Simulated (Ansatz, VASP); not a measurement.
MgS: VASP beside Ansatz

File POSCAR:

```
MgS
1.0
    0.0000000000      2.6795634751      2.5593409339
    2.6795634751      0.0000000000      2.5593409339
    2.6795634751      2.6795634751      0.0000000000
Mg S
1 1
Direct
    0.0000000000      0.0000000000      0.0000000000
    0.5000000000      0.5000000000      0.5000000000
```

File INCAR.step1:

```
SYSTEM = MgS
ALGO = Normal
EDIFF = 1E-5
ENCUT = 520
GGA = PE
ISIF = 2
ISMEAR = 0
LASPH = .True.
LCHARG = .False.
LREAL = .False.
LWAVE = .True.
NBANDS = 11
NELM = 60
PREC = Accurate
SIGMA = 0.01
```

Contents of INCAR.step2:

```
SYSTEM = MgS
ALGO = Normal
EDIFF = 1E-6
ENCUT = 520
GGA = PE
HFSCREEN = 0.2079
ISIF = 2
ISMEAR = 0
ISTART = 1
LASPH = .True.
LCHARG = .False.
LHFCALC = .True.
LREAL = .False.
LWAVE = .False.
NBANDS = 11
NELM = 60
PREC = Accurate
PRECFOCK = Normal
SIGMA = 0.01
```

File KPOINTS:

```
k-points
0
Gamma
  6 6 6
  0 0 0
```

Input for Ansatz:

```yaml
crystal:
  lattice:
    - [0.0, 2.6795634751, 2.5593409339]
    - [2.6795634751, 0.0, 2.5593409339]
    - [2.6795634751, 2.6795634751, 0.0]
  atoms:
    - { symbol: Mg, position: [0.0, 0.0, 0.0] }
    - { symbol: S, position: [0.5, 0.5, 0.5] }
kpoints:
  mp_grid: { grid: [6, 6, 6] }
  band_path:
    path:
      - [0.0, 0.0, 0.0]
      - [0.5, 0.0, 0.5]
      - [0.625, 0.25, 0.625]
      - [0.375, 0.375, 0.75]
      - [0.5, 0.5, 0.5]
      - [0.5, 0.25, 0.75]
      - [0.5, 0.5, 0.0]
    npoints: 1
hamiltonian:
  xc: hse06
scf:
  occupations: { method: fixed }
  n_extra_bands: 4
output:
  forces: true
  stress: true
  eigenvalues: true
  write_density: true
  write_potential: true
  elf: true
  volumetric_format: npy
```

Change from the starting cell: epitaxial_xy strain +3.0%.

Alike in both runs: task single point; functional HSE06; k mesh 6 × 6 × 6; no spin polarisation.

|  | VASP | Ansatz |
| --- | --- | --- |
| version | VASP 6.6.1 | Ansatz 0.2.0 |
| potentials or method | VASP PAW PBE potentials, release 64 (Mg, S) | plane waves, PAW |
| plane-wave cutoff (eV) | 520 | 420 |
| occupations | gaussian, width 0.01 eV | fixed |
| valence electrons in the cell | 8 | 16 |

```csv
,VASP,Ansatz,Ansatz less VASP
gap on the k mesh at the Fermi level (eV),3.44,3.50,+0.053
pressure (GPa),-3.5,-3.2,+0.30
"traceless stress, the component that is largest in VASP (GPa)",2.62,2.65,+0.031
```

VASP's potentials hold 8 valence electrons a cell and Ansatz's 16, so a difference there can come from the potentials and not from the codes. Ansatz's warnings: stress exchange threshold loose, stress scf threshold loose.
